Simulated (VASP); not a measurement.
# PbSe: single point with PBE

PbSe:

```xyz
2
Lattice="0.0000 3.0697 3.0697 3.0697 0.0000 3.0697 3.0697 3.0697 0.0000" Properties=species:S:1:pos:R:3 pbc="T T T"
Pb    0.0000    0.0000    0.0000
Se    3.0697    3.0697    3.0697
```

- Program: VASP 6.6.1
- Task: single point
- Functional: PBE
- Potentials or basis: VASP PAW PBE potentials, release 64 (Pb_d, Se)
- Cutoff: 500 eV
- k mesh: 8 × 8 × 8
- Occupations: gaussian, width 0.01 eV
- Spin: no spin polarisation

```yaml
Pressure: 1.9 GPa
Band_gap_on_the_k_mesh: 0.32 eV
```

Levels at points of the mesh, in eV from the valence-band top:
```csv
k point,band 7,band 8,band 9,band 10,band 11,band 12,band 13,band 14
"(0.00, 0.00, 0.00)",-6.31,-1.83,-1.83,-1.83,4.70,4.70,4.70,6.54
"(0.50, 0.00, 0.00)",-8.75,-1.43,-1.43,0.00,0.32,1.72,1.72,8.55
"(0.50, 0.50, 0.00)",-7.36,-4.90,-3.17,-3.17,3.74,5.58,5.58,6.02
```

Wall time 34 s on 1 thread of Intel Xeon 8259CL, on a shared host, peak memory 0.19 GiB.

Caveat: spin-orbit coupling is left out, which moves the levels of the heavy elements. A k mesh can miss the band edges.
